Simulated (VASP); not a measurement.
# CsH (Immm) in VASP: further runs

Runs on CsH. Level: r2SCAN. Tasks: single point.

Everything below comes from runs of VASP 6.6.1. Logs are shortened: lines on timing, memory, paths and dates and some standing lists are left out, and cuts for length are marked.

## 1. The cell of the first run

Symmetry: Immm, No. 71, orthorhombic system. Conventional cell: a = 4.283 Å, b = 4.734 Å, c = 6.376 Å, α = 90.00°, β = 90.00°, γ = 90.00°. Cs (site symmetry mmm) has 6 H at 3.19 Å and 2 Cs at 4.28 Å within 4.3 Å. Within 4.3 Å of H (site symmetry mmm) lie 6 Cs at 3.19 Å and 2 H at 4.28 Å.

## 2. Single point, r2SCAN (strain -0.1000 x Voigt [0, 0, 0, 0, 1, 0])

POSCAR reads:

```
CsH
1.0
   -0.1594000000      3.1880000000      3.1880000000
    3.0286000000      0.0000000000      3.0286000000
    3.1880000000      3.1880000000     -0.1594000000
Cs H
1 1
Direct
    0.0000000000      0.0000000000      0.0000000000
    0.5000000000      0.5000000000      0.5000000000
```

INCAR.step1 reads:

```
SYSTEM = CsH
  PREC = Accurate
  ENCUT = 520
  ISMEAR = 0
  SIGMA = 0.05
  LREAL = .FALSE.
  LASPH = .TRUE.
  NELM = 100
  NBANDS = 12
  GGA = PE
  ALGO = Normal
  EDIFF = 1E-4
  LWAVE = .TRUE.
  LCHARG = .FALSE.
```

INCAR.step2 reads:

```
SYSTEM = CsH
  PREC = Accurate
  ENCUT = 520
  EDIFF = 1E-7
  ISMEAR = 0
  SIGMA = 0.05
  LREAL = .FALSE.
  LASPH = .TRUE.
  NELM = 100
  ALGO = Normal
  ISIF = 2
  LWAVE = .FALSE.
  LCHARG = .TRUE.
  METAGGA = R2SCAN
  LMIXTAU = .TRUE.
  LELF = .TRUE.
  LVHAR = .TRUE.
  NBANDS = 12
  ISTART = 1
```

KPOINTS reads:

```
Automatic mesh
0
G
  6 6 6
  0 0 0
```

Potentials or basis: VASP PAW PBE potentials, release 64 (Cs_sv, H).

Started as:

```console
$ cat potpaw_PBE.64/Cs_sv/POTCAR potpaw_PBE.64/H/POTCAR > POTCAR
$ cp INCAR.step1 INCAR
$ mpirun -np 1 vasp_std > vasp.out
$ cp INCAR.step2 INCAR
$ mpirun -np 1 vasp_std > vasp.out
```

OUTCAR:

```text
SYSTEM = CsH
   PREC = Accurate
   ENCUT = 520
   EDIFF = 1E-7
   ISMEAR = 0
   LREAL = .FALSE.
   LASPH = .TRUE.
   NELM = 100
   ISIF = 2
   METAGGA = R2SCAN
   ISTART = 1

 ion  position               nearest neighbor table
   1  0.000  0.000  0.000-
   2  0.500  0.500  0.500-

  LATTYP: Found a body centered orthorhombic cell.
 ALAT       =     4.2830871950
 B/A-ratio  =     1.1052631579
 C/A-ratio  =     1.4886458551

  Lattice vectors:

 A1 = (   3.1880000000,  -3.1880000000,  -0.1594000000)
 A2 = (  -3.1880000000,  -3.1880000000,   0.1594000000)
 A3 = (   0.1594000000,   3.1880000000,  -3.1880000000)

Analysis of symmetry for initial positions (statically):
=====================================================================
 Subroutine PRICEL returns:
 Original cell was already a primitive cell.

 Routine SETGRP: Setting up the symmetry group for a
 body centered orthorhombic supercell.

 Subroutine GETGRP returns: Found  8 space group operations
 (whereof  8 operations were pure point group operations)
 out of a pool of  8 trial point group operations.

The static configuration has the point symmetry D_2h.

Analysis of symmetry for dynamics (positions and initial velocities):
=====================================================================
 Subroutine PRICEL returns:
 Original cell was already a primitive cell.

 Routine SETGRP: Setting up the symmetry group for a
 body centered orthorhombic supercell.

 Subroutine GETGRP returns: Found  8 space group operations
 (whereof  8 operations were pure point group operations)
 out of a pool of  8 trial point group operations.

The dynamic configuration has the point symmetry D_2h.

 Subroutine INISYM returns: Found  8 space group operations
 (whereof  8 operations are pure point group operations),
 and found     1 'primitive' translations

----------------------------------------------------------------------------------------

                                     Primitive cell

  volume of cell :      64.6395

  direct lattice vectors                    reciprocal lattice vectors
    -0.159400000  3.188000000  3.188000000    -0.149369660  0.156838143  0.149369660
     3.028600000  0.000000000  3.028600000     0.165092782 -0.156838143  0.165092782
     3.188000000  3.188000000 -0.159400000     0.149369660  0.156838143 -0.149369660

  length of vectors
     4.511329777  4.283087195  4.511329777     0.263098449  0.281264034  0.263098449

  position of ions in fractional coordinates (direct lattice)
     0.000000000  0.000000000  0.000000000
     0.500000000  0.500000000  0.500000000

  ion indices of the primitive-cell ions
   primitive index   ion index
                 1           1
                 2           2

----------------------------------------------------------------------------------------

 KPOINTS: Automatic mesh

Automatic generation of k-mesh.
 Grid dimensions read from file:
 generate k-points for:    6    6    6

 Generating k-lattice:

  Cartesian coordinates                     Fractional coordinates (reciprocal lattice)
    -0.024894943  0.026139691  0.024894943     0.166666667  0.000000000  0.000000000
     0.027515464 -0.026139691  0.027515464     0.000000000  0.166666667  0.000000000
     0.024894943  0.026139691 -0.024894943     0.000000000  0.000000000  0.166666667

  Length of vectors
     0.043849741  0.046877339  0.043849741

  Shift w.r.t. Gamma in fractional coordinates (k-lattice)
     0.000000000  0.000000000  0.000000000

 Subroutine IBZKPT returns following result:
 ===========================================

 Found     46 irreducible k-points:

 Following reciprocal coordinates:
            Coordinates               Weight
  0.000000  0.000000  0.000000      1.000000
  0.166667  0.000000 -0.000000      4.000000
  0.333333  0.000000 -0.000000      4.000000
  0.500000  0.000000  0.000000      2.000000
  0.000000  0.166667  0.000000      4.000000
  0.166667  0.166667 -0.000000      4.000000
[... 16 lines left out ...]
  0.500000  0.000000  0.166667      4.000000
 -0.333333  0.000000  0.166667      4.000000
 [... further k-points ...]
   k-points           NKPTS =     46   k-points in BZ     NKDIM =     46   number of bands    NBANDS=     12
   number of dos      NEDOS =    301   number of ions     NIONS =      2
   total plane-waves  NPLWV =  41472
   dimension x,y,z NGX =    36 NGY =   32 NGZ =   36
   dimension x,y,z NGXF=    72 NGYF=   64 NGZF=   72
   ions per type =               1   1
   NGX,Y,Z   is equivalent  to a cutoff of  13.27, 12.42, 13.27 a.u.
   NGXF,Y,Z  is equivalent  to a cutoff of  26.53, 24.84, 26.53 a.u.
 SYSTEM =  CsH
   PREC   = accura    normal or accurate (medium, high low for compatibility)
   ISTART =      1    job   : 0-new  1-cont  2-samecut
   ICHARG =      0    charge: 1-file 2-atom 10-const
   ISPIN  =      1    spin polarized calculation?
   LNONCOLLINEAR =      F non collinear calculations
   LSORBIT =      F    spin-orbit coupling
   LASPH  =      T    aspherical Exc in radial PAW
   ENCUT  =  520.0 eV  38.22 Ry    6.18 a.u.   8.39  7.96  8.39*2*pi/ulx,y,z
   NELM   =    100;   NELMIN=  2; NELMDL=  0     # of ELM steps
   EDIFF  = 0.1E-06   stopping-criterion for ELM
   LREAL  =      F    real-space projection
   EDIFFG = 0.1E-05   stopping-criterion for IOM
   NSW    =      0    number of steps for IOM
   IBRION =     -1    ionic relax: 0-MD 1-quasi-New 2-CG
   NFREE  =      0    steps in history (QN), initial steepest desc. (CG)
   ISIF   =      2    stress and relaxation
   ISYM   =      2    0-nonsym 1-usesym 2-fastsym
   POTIM  = 0.5000    time-step for ionic-motion
   TEBEG  =    0.0;   TEEND  =   0.0 temperature during run
   PSTRESS=    0.0 pullay stress
   NELECT =      10.0000    total number of electrons
   NUPDOWN=      -1.0000    fix difference up-down
   EMIN   =  10.00;   EMAX   =-10.00  energy-range for DOS
   EFERMI =   0.00;   METHOD = LEGACY
   ISMEAR =     0;   SIGMA  =   0.05  broadening in eV -4-tet -1-fermi 0-gaus
   EFERMI_NEDOS =   21; number of points for ismear=-14 and -15
   IALGO  =     38    algorithm
   IMIX   =      4    mixing-type and parameters
     AMIX     =   0.40;   BMIX     =  1.00
     AMIX_MAG =   1.60;   BMIX_MAG =  1.00
  volume/ion in A,a.u.               =      32.32       218.10
  Fermi-wavevector in a.u.,A,eV,Ry     =   0.878838  1.660763 10.508547  0.772356
  Thomas-Fermi vector in A             =   1.998979
   LORBIT       =      0    0 simple, 1 ext, 2 COOP (PROOUT), +10 PAW based schemes
   METAGGA = R2SCAN    functional components
   LHFCALC =     F    Hartree Fock is set to
   AEXX    =    0.0000 exact exchange contribution
   IVDW    =     0    specifies the selected vdW correction
   LEPSILON=     F    determine dielectric tensor
   LRPA    =     F    only Hartree local field effects (RPA)
 non-spin polarized calculation
 Gauss-broadening in eV      SIGMA  =   0.05
  energy-cutoff  :      520.00
  volume of cell :       64.64
 maximum number of plane-waves:      1756
 NGX is ok and might be reduce to    36
   NGX = 17   NGY = 15   NGZ = 17

 number of electron       9.9999999 magnetization

 Free energy of the ion-electron system (eV)
  ---------------------------------------------------
  ext. energy  EPLUGINS =         0.00000000
  ---------------------------------------------------
  free energy    TOTEN  =       -28.97911429 eV

  energy without entropy =      -28.97911429  energy(sigma->0) =      -28.97911429

 E-fermi :   0.1782     XC(G=0):  -7.5705

 val. band max:       -0.0750142576   @ k =   0.0000   0.5000   0.0000
 cond. band min:       2.5578029053   @ k =   0.5000   0.0000   0.0000
 fundamental gap:      2.6328171628
 Fermi energy:         0.1781662952

 k-point     1 :       0.0000    0.0000    0.0000
  band No.  band energies     occupation
      1     -22.1996      2.00000
      2      -8.2973      2.00000
      3      -8.2854      2.00000
      4      -8.2373      2.00000
      5      -1.7551      2.00000
      6       5.1467      0.00000
      7       5.3649      0.00000
      8       6.0702      0.00000
      9       6.4192      0.00000
     10       7.5581      0.00000
     11       7.5677      0.00000
     12       9.1080      0.00000

 k-point     2 :       0.1667    0.0000   -0.0000
  band No.  band energies     occupation
      1     -22.1826      2.00000
      2      -8.5122      2.00000
      3      -8.3012      2.00000
      4      -8.2598      2.00000
      5      -1.3745      2.00000
      6       4.4525      0.00000
      7       5.3937      0.00000
      8       6.1851      0.00000
      9       6.2728      0.00000
     10       7.1575      0.00000
     11       7.3206      0.00000
     12      10.2168      0.00000

 k-point     3 :       0.3333    0.0000   -0.0000
  band No.  band energies     occupation
      1     -22.1482      2.00000
      2      -8.9045      2.00000
      3      -8.3230      2.00000
      4      -8.3042      2.00000
      5      -0.5883      2.00000
      6       3.1738      0.00000
      7       5.1735      0.00000
      8       5.8634      0.00000
      9       6.8430      0.00000
     10       7.5718      0.00000
     11       8.0741      0.00000
     12      11.5734      0.00000
[... 286 lines left out ...]
 k-point    23 :       0.5000    0.0000    0.1667
  band No.  band energies     occupation
      1     -22.1217      2.00000
      2      -9.0123      2.00000
      3      -8.4634      2.00000
      4      -8.3613      2.00000
      5      -0.4426      2.00000
      6       3.0807      0.00000
      7       4.8328      0.00000
      8       6.1039      0.00000
      9       7.2430      0.00000
     10       8.7659      0.00000
     11       9.0108      0.00000
     12      10.1127      0.00000

 k-point    24 :      -0.3333    0.0000    0.1667
  band No.  band energies     occupation
      1     -22.1313      2.00000
      2      -8.9133      2.00000
      3      -8.5085      2.00000
      4      -8.3268      2.00000
      5      -0.4641      2.00000
      6       3.2232      0.00000
      7       4.7542      0.00000
      8       6.0961      0.00000
      9       7.7955      0.00000
     10       7.8037      0.00000
     11       8.4701      0.00000
     12      10.4638      0.00000

 [... further k-points ...]

------------------------ aborting loop because EDIFF is reached ----------------------------------------

  FORCE on cell =-STRESS in cart. coord.  units (eV):
  Direction    XX          YY          ZZ          XY          YZ          ZX
  --------------------------------------------------------------------------------------
  -------------------------------------------------------------------------------------
  Total        0.0176786     -0.0084217      0.0176786      0.0000000      0.0000000      0.1960319
  in kB        0.4381881     -0.2087426      0.4381881      0.0000000      0.0000000      4.8589163
  external PRESSURE =       0.2225445 kB  Pullay stress =       0.0000000 kB

 VOLUME and BASIS-vectors are now :
 -----------------------------------------------------------------------------
  energy-cutoff  :      520.00
  volume of cell :       64.64
      direct lattice vectors                 reciprocal lattice vectors
    -0.159400000  3.188000000  3.188000000    -0.149369660  0.156838143  0.149369660
     3.028600000  0.000000000  3.028600000     0.165092782 -0.156838143  0.165092782
     3.188000000  3.188000000 -0.159400000     0.149369660  0.156838143 -0.149369660

 POSITION                                       TOTAL-FORCE (eV/Angst)
 -----------------------------------------------------------------------------------
      0.00000      0.00000      0.00000        -0.000000      0.000000      0.000000
      3.02860      3.18800      3.02860         0.000000     -0.000000     -0.000000
 -----------------------------------------------------------------------------------
    total drift:                               -0.000000      0.000000      0.000000

  FREE ENERGIE OF THE ION-ELECTRON SYSTEM (eV)
  ---------------------------------------------------
  free  energy   TOTEN  =       -28.9791142941 eV

  energy  without entropy=      -28.9791142941  energy(sigma->0) =      -28.97911429
```

Run time: 2.2 min. Hardware: 1 thread of AMD EPYC 7R13 (Zen 3), shared host; peak memory 0.19 GiB.

What came out:

```yaml
Free_energy: -28.9791 eV
Pressure: 0.0 GPa
Band_gap_on_the_k_mesh: 2.63 eV (least direct gap 2.64 eV)
```

Levels at points of the mesh, in eV from the valence-band top:
```
           k point  band 2  band 3  band 4  band 5  band 6  band 7  band 8  band 9
(0.00, 0.00, 0.00)   -8.22   -8.21   -8.16   -1.68    5.22    5.44    6.15    6.49
(0.50, 0.00, 0.00)   -9.01   -8.26   -8.25   -0.06    2.63    5.04    5.72    7.81
(0.00, 0.50, 0.00)   -9.11   -8.34   -8.31    0.00    2.64    4.79    5.41    7.83
(0.50, 0.50, 0.00)   -8.97   -8.47   -8.45   -1.16    3.46    6.05    8.38    8.88
(0.50, 0.00, 0.50)   -8.91   -8.53   -8.39   -1.18    3.48    6.05    8.51    8.64
```

Caveat: the cell differs from its parent crystal (strain -0.1000 x Voigt [0, 0, 0, 0, 1, 0]); the PAW data sets were made with another functional, which shifts forces and pressure a little; spin-orbit coupling is left out, which moves the levels of the heavy elements.

## 3. Single point, r2SCAN (strain +0.0750 x Voigt [0, 0, 0, 0, 1, 0])

POSCAR reads:

```
CsH
1.0
    0.1195500000      3.1880000000      3.1880000000
    3.3075500000      0.0000000000      3.3075500000
    3.1880000000      3.1880000000      0.1195500000
Cs H
1 1
Direct
    0.0000000000      0.0000000000      0.0000000000
    0.5000000000      0.5000000000      0.5000000000
```

INCAR.step1 reads:

```
PREC = Accurate
ENCUT = 520
ISMEAR = 0
SIGMA = 0.05
LREAL = False
LASPH = True
NELM = 100
NBANDS = 12
GGA = PE
ALGO = Normal
EDIFF = 1E-4
LWAVE = True
LCHARG = False
```

INCAR.step2 reads:

```
PREC = Accurate
ENCUT = 520
EDIFF = 1E-7
ISMEAR = 0
SIGMA = 0.05
LREAL = False
LASPH = True
NELM = 100
ALGO = Normal
ISIF = 2
LWAVE = False
LCHARG = False
METAGGA = R2SCAN
LMIXTAU = True
NBANDS = 12
ISTART = 1
```

KPOINTS reads:

```
regular mesh
0
Gamma
  6 6 6
```

Potentials or basis: VASP PAW PBE potentials, release 64 (Cs_sv, H).

Started as:

```console
$ cat potpaw_PBE.64/Cs_sv/POTCAR potpaw_PBE.64/H/POTCAR > POTCAR
$ cp INCAR.step1 INCAR
$ mpirun -np 1 vasp_std > vasp.out
$ cp INCAR.step2 INCAR
$ mpirun -np 1 vasp_std > vasp.out
```

Run time: 2.4 min. Hardware: 1 thread of AMD EPYC 7R13 (Zen 3), shared host; peak memory 0.2 GiB.

The run converged. Its results:

```
Free energy            : -28.9834 eV
Pressure               : 0.0 GPa
Band gap on the k mesh : 2.64 eV (least direct gap 2.65 eV)
```

Stress tensor (GPa, compression positive):
```
 0.04  0.00 -0.36
 0.00  0.01  0.00
-0.36  0.00  0.04
```

Levels at points of the mesh, in eV from the valence-band top:
| k point | band 1 | band 2 | band 3 | band 4 | band 5 | band 6 | band 7 | band 8 | band 9 | band 10 |
| --- | --- | --- | --- | --- | --- | --- | --- | --- | --- | --- |
| (0.00, 0.00, 0.00) | -22.11 | -8.20 | -8.19 | -8.16 | -1.67 | 5.34 | 5.53 | 6.03 | 6.44 | 7.61 |
| (0.50, 0.00, 0.00) | -22.01 | -9.07 | -8.31 | -8.29 | 0.00 | 2.65 | 4.90 | 5.37 | 7.81 | 8.71 |
| (0.00, 0.50, 0.00) | -22.04 | -9.00 | -8.25 | -8.25 | -0.04 | 2.64 | 5.09 | 5.60 | 7.79 | 8.47 |
| (0.50, 0.50, 0.00) | -21.99 | -8.93 | -8.45 | -8.44 | -1.16 | 3.48 | 6.06 | 8.49 | 8.92 | 8.96 |
| (0.50, 0.00, 0.50) | -22.00 | -8.90 | -8.50 | -8.40 | -1.17 | 3.48 | 6.06 | 8.62 | 8.63 | 9.06 |

Caveat: the cell differs from its parent crystal (strain +0.0750 x Voigt [0, 0, 0, 0, 1, 0]); the PAW data sets were made with another functional, which shifts forces and pressure a little; spin-orbit coupling is left out, which moves the levels of the heavy elements. A k mesh can miss the band edges.

## 4. Single point, r2SCAN (strain +0.0875 x Voigt [0, 0, 0, 0, 1, 0])

POSCAR reads:

```
CsH
1.0
    0.1394750000      3.1880000000      3.1880000000
    3.3274750000      0.0000000000      3.3274750000
    3.1880000000      3.1880000000      0.1394750000
Cs H
1 1
Direct
    0.0000000000      0.0000000000      0.0000000000
    0.5000000000      0.5000000000      0.5000000000
```

INCAR.step1 is that of step 3.

INCAR.step2: that of step 3 with these lines changed.

```diff
@@ -2,3 +2,3 @@
 ENCUT = 520
-EDIFF = 1E-7
+EDIFF = 1E-6
 ISMEAR = 0
```

KPOINTS is that of step 3.

Started as:

```console
$ cat potpaw_PBE.64/Cs_sv/POTCAR potpaw_PBE.64/H/POTCAR > POTCAR
$ cp INCAR.step1 INCAR
$ mpirun -np 1 vasp_std > vasp.out
$ cp INCAR.step2 INCAR
$ mpirun -np 1 vasp_std > vasp.out
```

Run time: 2.1 min. Hardware: 1 thread of AMD EPYC 7R13 (Zen 3), shared host; peak memory 0.2 GiB.

The run converged. Its results:

| Item | Value |
| --- | --- |
| Free energy | -28.9814 eV |
| Pressure | 0.0 GPa |
| Band gap on the k mesh | 2.64 eV (least direct gap 2.64 eV) |

Stress tensor (GPa, compression positive):
```
 0.05  0.00 -0.42
 0.00  0.00  0.00
-0.42  0.00  0.05
```

Levels at points of the mesh, in eV from the valence-band top:
| k point | band 3 | band 4 | band 5 | band 6 | band 7 | band 8 |
| --- | --- | --- | --- | --- | --- | --- |
| (0.00, 0.00, 0.00) | -8.20 | -8.16 | -1.68 | 5.28 | 5.49 | 6.09 |
| (0.50, 0.00, 0.00) | -8.33 | -8.30 | 0.00 | 2.64 | 4.85 | 5.39 |
| (0.00, 0.50, 0.00) | -8.26 | -8.25 | -0.05 | 2.64 | 5.06 | 5.66 |
| (0.50, 0.50, 0.00) | -8.46 | -8.45 | -1.16 | 3.47 | 6.05 | 8.44 |
| (0.50, 0.00, 0.50) | -8.52 | -8.39 | -1.18 | 3.48 | 6.06 | 8.56 |

Caveat: the cell differs from its parent crystal (strain +0.0875 x Voigt [0, 0, 0, 0, 1, 0]); the PAW data sets were made with another functional, which shifts forces and pressure a little; spin-orbit coupling is left out, which moves the levels of the heavy elements.

[end of part 1 of 2]
